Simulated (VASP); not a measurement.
## MgI2: single point with PBE

The system is MgI2.

```
CELL_PARAMETERS angstrom
4.15370 0.00000 0.00000
-2.07685 3.59721 0.00000
0.00000 0.00000 6.86200
ATOMIC_POSITIONS crystal
Mg 0.96873 0.93745 0.03279
I 0.33333 0.66667 0.75763
I 0.66667 0.33333 0.24237
```

This cell differs from its parent crystal: atom 1 (Mg) moved by (-0.225, +0.225) A along y and z.

```json
{"Program": "VASP 6.6.1", "Task": "single point", "Functional": "PBE", "Potentials or basis": "VASP PAW PBE potentials, release 64 (Mg, I)", "Cutoff": "520 eV", "k mesh": "6 × 6 × 4", "Occupations": "gaussian, width 0.05 eV", "Spin": "no spin polarisation"}
```

| Property | Result |
| --- | --- |
| Pressure | 2.2 GPa |
| Largest force | 1.649 eV/Å |
| Band gap on the k mesh | 3.01 eV (least direct gap 3.12 eV) |

Forces on the atoms (eV/Å):
```
Mg   0.000  0.852 -1.411
I    0.000 -0.057  0.469
I    0.000 -0.795  0.942
```

Stress tensor (GPa, compression positive):
```
 1.06  0.00  0.00
 0.00  3.57 -1.62
 0.00 -1.62  1.84
```

Levels at points of the mesh, in eV from the valence-band top:
```csv
k point,band 4,band 5,band 6,band 7,band 8,band 9,band 10,band 11,band 12,band 13
"(0.00, 0.00, 0.00)",-1.51,-1.23,-0.40,-0.18,0.00,3.12,4.39,5.93,6.25,7.06
"(0.50, 0.00, 0.00)",-3.08,-2.34,-2.16,-1.27,-0.57,3.08,4.54,5.50,6.59,7.59
"(0.00, 0.50, 0.00)",-2.96,-2.30,-2.07,-1.27,-0.65,3.18,4.69,5.30,6.52,7.68
"(0.00, 0.00, 0.50)",-1.84,-1.47,-1.20,-0.21,-0.02,3.80,4.78,5.77,6.09,7.42
"(0.50, 0.00, 0.50)",-3.46,-2.13,-1.59,-1.13,-0.71,3.05,4.45,5.30,5.91,7.39
"(0.00, 0.50, 0.50)",-3.36,-1.99,-1.57,-1.14,-0.81,3.09,4.59,5.40,5.78,7.30
```

It took 100 s on 1 thread of Intel Xeon 8259CL (shared host), peak memory 0.26 GiB.

Caveat: the cell differs from its parent crystal (atom 1 (Mg) moved by (-0.225, +0.225) A along y and z); spin-orbit coupling is left out, which moves the levels of the heavy elements; this functional lacks dispersion, which binds layers or chains, so the pressure and a relaxed spacing across them are unreliable; forces of over 1 eV/Å act on the atoms, so gaps and moduli don't describe the material at rest. A k mesh can miss the band edges.
